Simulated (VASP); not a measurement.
Here is a VASP 6.6.1 calculation.

The input INCAR:

```
SYSTEM = CsNbS3
ALGO = Normal
EDIFF = 1E-8
ENCUT = 520
GGA = PE
IBRION = 8
ISIF = 2
ISMEAR = -1
LASPH = .TRUE.
LCHARG = .FALSE.
LREAL = .FALSE.
LWAVE = .FALSE.
NBANDS = 28
NELM = 100
NSW = 1
PREC = Accurate
SIGMA = 0.15
```

The input KPOINTS:

```
k-points
0
G
  8 8 8
  0 0 0
```

POSCAR

```
CsNbS3
1.0
    4.8954000000      0.0000000000      0.0000000000
    0.0000000000      4.8954000000      0.0000000000
    0.0000000000      0.0000000000      4.8954000000
Cs Nb S
1 1 3
Direct
    0.0000000000      0.0000000000      0.0000000000
    0.5000000000      0.5000000000      0.5000000000
    0.5000000000      0.5000000000      0.0000000000
    0.5000000000      0.0000000000      0.5000000000
    0.0000000000      0.5000000000      0.5000000000
```

Potentials or basis: VASP PAW PBE potentials, release 64 (Cs_sv, Nb_sv, S).

Launch:

```sh
$ cat potpaw_PBE.64/Cs_sv/POTCAR potpaw_PBE.64/Nb_sv/POTCAR potpaw_PBE.64/S/POTCAR > POTCAR
$ mpirun -np 1 vasp_std > vasp.out
```

Estimate the highest phonon frequency at Γ, LO-TO splitting left out.

283 cm⁻¹.

Phonon frequencies in cm⁻¹ (negative: imaginary):
```csv
q point,frequencies
"(0.000, 0.000, 0.000)",-1 -1 -1 59 59 59 118 118 118 163 163 163 283 283 283
```

Caveat: the cell wasn't relaxed at this level first, which shifts response properties.
